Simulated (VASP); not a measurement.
Cs: electric field gradients with LDA

Cs:

```
Cs
1.0
    -3.03254    3.03254    3.03254
     3.03254   -3.03254    3.03254
     3.03254    3.03254   -3.03254
Cs
1
Direct
  0.00000 0.00000 0.00000
```

This cell differs from its parent crystal: volume scaled by 1.01.

- Program: VASP 6.6.1
- Task: electric field gradients
- Functional: LDA
- Potentials or basis: VASP PAW LDA potentials, release 64 (Cs_sv)
- Cutoff: 520 eV
- k mesh: 9 × 9 × 9
- Occupations: fermi-dirac, width 0.05 eV
- Spin: no spin polarisation
- Dipole correction: no
- Further INCAR settings: ALGO = Normal; EDIFF = 1e-08; NBANDS = 10

| Item | Value |
| --- | --- |
| Pressure | -0.3 GPa |

Levels at points of the mesh, in eV from the Fermi level:
| k point | band 2 | band 3 | band 4 | band 5 | band 6 | band 7 | band 8 | band 9 |
| --- | --- | --- | --- | --- | --- | --- | --- | --- |
| (0.00, 0.00, 0.00) | -10.54 | -10.54 | -10.54 | -1.72 | 2.44 | 2.44 | 2.44 | 3.35 |

Wall time 13 s on 1 thread of AMD EPYC 9R45 (Zen 5) (shared host), peak memory 0.17 GiB.

Caveat: without QUAD_EFG the Cq values of the log hold for a quadrupole moment of 1 mb, not for the nuclei; spin-orbit coupling is left out, which moves the levels of the heavy elements.
